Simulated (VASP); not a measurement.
# W in VASP: a series of runs

The runs below take W through single point, with PBEsol.

Everything below comes from runs of VASP 6.6.1. Logs are shortened: lines on timing, memory, paths and dates and some standing lists are left out, and cuts for length are marked.

**1. The cell of the first run**

The cell holds a slab with vacuum, 5 atoms: a = 2.731 Å, b = 2.731 Å, c = 24.921 Å, α = 90.00°, β = 90.00°, γ = 109.47°.

**2. Single point, PBEsol**

The input, INCAR:

```
PREC = Accurate ; ENCUT = 520
EDIFF = 1E-6 ; ISMEAR = -1
SIGMA = 0.1 ; LREAL = False
LASPH = True ; NELM = 100
ALGO = Normal ; ISIF = 2
LWAVE = False ; LCHARG = False
LDIPOL = True ; IDIPOL = 3
DIPOL = 0.5 0.5 0.500 ; GGA = PS
NBANDS = 43
```

The input, KPOINTS:

```
Automatic mesh
0
Gamma
  14 14 1
```

The input, POSCAR:

```
W
1.0
    2.7313605564      0.0000000000      0.0000000000
   -0.9104535188      2.5751514284      0.0000000000
    0.0000000000      0.0000000000     24.9206000000
W
5
Direct
    0.0000000000      0.0000000000      0.3210198347
    0.5000000000      0.5000000000      0.4105099171
    0.0000000000      0.0000000000      0.5000000000
    0.5000000000      0.5000000000      0.5894900829
    0.0000000000      0.0000000000      0.6789801653
```

Potentials or basis: VASP PAW PBE potentials, release 64 (W_sv).

Started as:

```
$ cat potpaw_PBE.64/W_sv/POTCAR > POTCAR
$ mpirun -np 1 vasp_std > vasp.out
```

OUTCAR:

```text
PREC = Accurate
   ENCUT = 520
   EDIFF = 1E-6
   ISMEAR = -1
   LREAL = False
   LASPH = True
   NELM = 100
   ISIF = 2
   GGA = PS

 ion  position               nearest neighbor table
   1  0.000  0.000  0.321-   2 2.73   2 2.73   2 3.15   2 3.15
   2  0.500  0.500  0.411-   1 2.73   1 2.73   3 2.73   3 2.73   1 3.15   1 3.15   3 3.15   3 3.15

   3  0.000  0.000  0.500-   2 2.73   4 2.73   2 2.73   4 2.73   2 3.15   4 3.15   2 3.15   4 3.15

   4  0.500  0.500  0.589-   5 2.73   5 2.73   3 2.73   3 2.73   5 3.15   5 3.15   3 3.15   3 3.15

   5  0.000  0.000  0.679-   4 2.73   4 2.73   4 3.15   4 3.15

  LATTYP: Found a base centered orthorhombic cell.
 ALAT       =     3.1539035050
 B/A-ratio  =     1.4142135624
 C/A-ratio  =     7.9015099735

  Lattice vectors:

 A1 = (   2.7313605564,   0.0000000000,   0.0000000000)
 A2 = (  -0.9104535188,   2.5751514284,   0.0000000000)
 A3 = (   0.0000000000,   0.0000000000,  24.9206000000)

Analysis of symmetry for initial positions (statically):
=====================================================================
 Subroutine PRICEL returns:
 Original cell was already a primitive cell.

 Routine SETGRP: Setting up the symmetry group for a
 base centered orthorhombic supercell.

 Subroutine GETGRP returns: Found  8 space group operations
 (whereof  8 operations were pure point group operations)
 out of a pool of  8 trial point group operations.

The static configuration has the point symmetry D_2h.

Analysis of symmetry for dynamics (positions and initial velocities):
=====================================================================
 Subroutine PRICEL returns:
 Original cell was already a primitive cell.

 Routine SETGRP: Setting up the symmetry group for a
 base centered orthorhombic supercell.

 Subroutine GETGRP returns: Found  8 space group operations
 (whereof  8 operations were pure point group operations)
 out of a pool of  8 trial point group operations.

The dynamic configuration has the point symmetry D_2h.

 Subroutine INISYM returns: Found  8 space group operations
 (whereof  8 operations are pure point group operations),
 and found     1 'primitive' translations

----------------------------------------------------------------------------------------

                                     Primitive cell

  volume of cell :     175.2832

  direct lattice vectors                    reciprocal lattice vectors
     2.731360556  0.000000000  0.000000000     0.366117903  0.129442226  0.000000000
    -0.910453519  2.575151428  0.000000000     0.000000000  0.388326678  0.000000000
     0.000000000  0.000000000 24.920600000     0.000000000  0.000000000  0.040127445
[... 101 lines left out ...]
   NELECT =      70.0000    total number of electrons
   NUPDOWN=      -1.0000    fix difference up-down
   EMIN   =  10.00;   EMAX   =-10.00  energy-range for DOS
   EFERMI =   0.00;   METHOD = LEGACY
   ISMEAR =    -1;   SIGMA  =   0.10  broadening in eV -4-tet -1-fermi 0-gaus
   EFERMI_NEDOS =   21; number of points for ismear=-14 and -15
   IALGO  =     38    algorithm
   IMIX   =      4    mixing-type and parameters
     AMIX     =   0.40;   BMIX     =  1.00
     AMIX_MAG =   1.60;   BMIX_MAG =  1.00
  volume/ion in A,a.u.               =      35.06       236.57
  Fermi-wavevector in a.u.,A,eV,Ry     =   1.205575  2.278206 19.774844  1.453410
  Thomas-Fermi vector in A             =   2.341267
   LORBIT       =      0    0 simple, 1 ext, 2 COOP (PROOUT), +10 PAW based schemes
   GGA     = PS    functional components
   LHFCALC =     F    Hartree Fock is set to
   AEXX    =    0.0000 exact exchange contribution
   IVDW    =     0    specifies the selected vdW correction
   LEPSILON=     F    determine dielectric tensor
   LRPA    =     F    only Hartree local field effects (RPA)
 non-spin polarized calculation
  energy-cutoff  :      520.00
  volume of cell :      175.28
 maximum number of plane-waves:      4774
   NGX = 11   NGY = 11   NGZ = 93

 dipolmoment           0.000000      0.000000     -0.000000 electrons x Angstroem

 number of electron      70.0000017 magnetization

 dipolmoment           0.000000      0.000000      0.000000 electrons x Angstroem

 Free energy of the ion-electron system (eV)
  ---------------------------------------------------
  ext. energy  EPLUGINS =         0.00000000
  ---------------------------------------------------
  free energy    TOTEN  =       -65.87440467 eV

  energy without entropy =      -65.75642995  energy(sigma->0) =      -65.81541731

 E-fermi :   2.4503     XC(G=0):  -7.0599

 val. band max:        2.4298480812   @ k =  -0.4286   0.3571   0.0000
 cond. band min:       2.4626701012   @ k =   0.5000   0.3571   0.0000
 fundamental gap:      0.0328220200
 Fermi energy:         2.4503234940

 k-point     1 :       0.0000    0.0000    0.0000
  band No.  band energies     occupation
      1     -71.7482      2.00000
      2     -71.7218      2.00000
      3     -71.6317      2.00000
      4     -71.5412      2.00000
      5     -71.5402      2.00000
      6     -36.5250      2.00000
[... 1093 lines left out ...]
     42       5.4253      0.00000
     43       5.4679      0.00000

 [... further k-points ...]

------------------------ aborting loop because EDIFF is reached ----------------------------------------

 vacuum level on the upper side and lower side of the slab       (xc-potential included)        -0.183        -0.183

  FORCE on cell =-STRESS in cart. coord.  units (eV):
  Direction    XX          YY          ZZ          XY          YZ          ZX
  --------------------------------------------------------------------------------------
  -------------------------------------------------------------------------------------
  Total       -4.9979421     -5.3633500     -2.7275437     -0.5167648      0.0000000      0.0000000
  in kB      -45.6837243    -49.0237377    -24.9311320     -4.7234924      0.0000000      0.0000000
  external PRESSURE =     -39.8795313 kB  Pullay stress =       0.0000000 kB

 VOLUME and BASIS-vectors are now :
 -----------------------------------------------------------------------------
  energy-cutoff  :      520.00
  volume of cell :      175.28
      direct lattice vectors                 reciprocal lattice vectors
     2.731360556  0.000000000  0.000000000     0.366117903  0.129442226  0.000000000
    -0.910453519  2.575151428  0.000000000     0.000000000  0.388326678  0.000000000
     0.000000000  0.000000000 24.920600000     0.000000000  0.000000000  0.040127445

 POSITION                                       TOTAL-FORCE (eV/Angst)
 -----------------------------------------------------------------------------------
      0.00000      0.00000      8.00001         0.000000      0.000000      0.633132
      0.91045      1.28758     10.23015        -0.000000      0.000000     -0.667638
      0.00000      0.00000     12.46030         0.000000      0.000000      0.000000
      0.91045      1.28758     14.69045        -0.000000     -0.000000      0.667638
      0.00000      0.00000     16.92059         0.000000      0.000000     -0.633132
 -----------------------------------------------------------------------------------
    total drift:                               -0.000000      0.000000      0.000000

  FREE ENERGIE OF THE ION-ELECTRON SYSTEM (eV)
  ---------------------------------------------------
  free  energy   TOTEN  =       -65.8744046691 eV

  energy  without entropy=      -65.7564299541  energy(sigma->0) =      -65.81541731

 vacuum level on the upper side and lower side of the slab         7.285         7.285
```

OSZICAR:

```text
N       E                     dE             d eps       ncg     rms          rms(c)
DAV:   1     0.890201792779E+03    0.89020E+03   -0.44611E+04  5734   0.165E+03
DAV:   2    -0.302529523947E+02   -0.92045E+03   -0.90450E+03  5516   0.526E+02
DAV:   3    -0.683642100000E+02   -0.38111E+02   -0.37178E+02  6044   0.109E+02
[... 18 lines left out ...]
DAV:  22    -0.658743875033E+02   -0.10300E-04   -0.14831E-06  4145   0.840E-03    0.211E-03
DAV:  23    -0.658743975360E+02   -0.10033E-04   -0.88021E-07  3272   0.594E-03    0.116E-03
DAV:  24    -0.658744006709E+02   -0.31348E-05   -0.11019E-07  2904   0.162E-03    0.795E-04
DAV:  25    -0.658744040134E+02   -0.33425E-05   -0.20408E-07  3044   0.220E-03    0.242E-04
DAV:  26    -0.658744046691E+02   -0.65574E-06   -0.35512E-08  2799   0.800E-04
   1 F= -.65874405E+02 E0= -.65815417E+02  d E =-.117975E+00
```

It took 4.9 min on 1 thread of AMD EPYC 9R45 (Zen 5), shared host; peak memory 0.41 GiB.

Results:

```yaml
Free_energy: -65.8744 eV
Largest_force: 0.668 eV/Å
Band_gap_on_the_k_mesh: zero (bands 35 and 36 overlap by 1.95 eV)
```

Forces on the atoms (eV/Å):
```
W    0.000  0.000  0.633
W    0.000  0.000 -0.668
W    0.000  0.000  0.000
W    0.000  0.000  0.668
W    0.000  0.000 -0.633
```

Caveat: the PAW data sets were made with another functional, which shifts forces and pressure a little; spin-orbit coupling is left out, which moves the levels of the heavy elements.

**3. Single point, PBEsol**

The input, INCAR:

```
PREC = Accurate ; ENCUT = 520
EDIFF = 1E-7 ; ISMEAR = -1
SIGMA = 0.1 ; LREAL = F
LASPH = T ; NELM = 100
ALGO = Normal ; ISIF = 2
LWAVE = F ; LCHARG = F
LDIPOL = T ; IDIPOL = 3
DIPOL = 0.5 0.5 0.500 ; GGA = PS
EFIELD = -0.5 ; NBANDS = 43
```

KPOINTS is that of step 2.

The input, POSCAR:

```
W
1.0
    2.7313605553      0.0000000000      0.0000000000
   -0.9104535184      2.5751514274      0.0000000000
    0.0000000000      0.0000000000     24.9206000000
W
5
Direct
    0.0000000000      0.0000000000      0.3239899838
    0.5000000000      0.5000000000      0.4102844123
    0.0000000000      0.0000000000      0.4999999999
    0.5000000000      0.5000000000      0.5897155871
    0.0000000000      0.0000000000      0.6760100168
```

Potentials or basis: VASP PAW PBE potentials, release 64 (W_sv).

Started as:

```
$ cat potpaw_PBE.64/W_sv/POTCAR > POTCAR
$ mpirun -np 1 vasp_std > vasp.out
```

Run time: 10 min. Hardware: 1 thread of Intel Xeon 6975P-C (Granite Rapids), shared host; peak memory 0.45 GiB.

It converged, with:

```yaml
Free_energy: -65.9855 eV
Largest_force: 0.073 eV/Å
Band_gap_on_the_k_mesh: zero (bands 35 and 36 overlap by 1.95 eV)
```

Forces in eV/Å, atoms in the order of the input:
```
W    0.000  0.000 -0.073
W    0.000  0.000  0.033
W    0.000  0.000 -0.005
W    0.000  0.000  0.023
W    0.000  0.000  0.021
```

Levels at points of the mesh, in eV from the Fermi level:
```tsv
k point	band 31	band 32	band 33	band 34	band 35	band 36	band 37	band 38	band 39	band 40
(0.00, 0.00, 0.00)	-1.48	-1.35	-1.27	-1.20	-1.01	-0.07	-0.03	0.74	1.62	1.79
(0.50, 0.00, 0.00)	-1.85	-1.16	-0.70	0.54	1.22	1.82	1.83	1.96	2.20	2.25
(0.50, 0.50, 0.00)	-1.49	-0.35	0.39	0.81	0.95	1.85	1.90	2.00	2.09	4.08
```

Caveat: the PAW data sets were made with another functional, which shifts forces and pressure a little; spin-orbit coupling is left out, which moves the levels of the heavy elements.

**4. Single point, PBEsol**

The input, INCAR:

```
SYSTEM = W
ALGO = Normal
DIPOL = 0.5 0.5 0.500
EDIFF = 1E-6
EFIELD = -0.5
ENCUT = 520
GGA = PS
IDIPOL = 3
ISIF = 2
ISMEAR = -1
LASPH = .TRUE.
LCHARG = .FALSE.
LDIPOL = .TRUE.
LREAL = .FALSE.
LWAVE = .FALSE.
NBANDS = 43
NELM = 100
PREC = Accurate
SIGMA = 0.1
```

The input, KPOINTS:

```
k-points
0
G
  14 14 1
  0 0 0
```

POSCAR is that of step 3.

Started as:

```
$ cat potpaw_PBE.64/W_sv/POTCAR > POTCAR
$ mpirun -np 1 vasp_std > vasp.out
```

It took 11 min on 1 thread of Intel Xeon 6975P-C (Granite Rapids), shared host; peak memory 0.45 GiB.

The run converged. Its results:

* Free energy: -65.9855 eV
* Largest force: 0.072 eV/Å
* Band gap on the k mesh: zero (bands 35 and 36 overlap by 1.95 eV)

Forces on the atoms (eV/Å):
```
W    0.000  0.000 -0.072
W    0.000  0.000  0.033
W    0.000  0.000 -0.005
W    0.000  0.000  0.023
W    0.000  0.000  0.022
```

Levels at points of the mesh, in eV from the Fermi level:
```tsv
k point	band 31	band 32	band 33	band 34	band 35	band 36	band 37	band 38	band 39	band 40
(0.00, 0.00, 0.00)	-1.48	-1.35	-1.27	-1.20	-1.01	-0.07	-0.03	0.74	1.62	1.79
(0.50, 0.00, 0.00)	-1.85	-1.16	-0.70	0.54	1.22	1.82	1.83	1.96	2.20	2.25
(0.50, 0.50, 0.00)	-1.49	-0.35	0.39	0.81	0.95	1.85	1.90	2.00	2.09	4.08
```

Caveat: the PAW data sets were made with another functional, which shifts forces and pressure a little; spin-orbit coupling is left out, which moves the levels of the heavy elements.
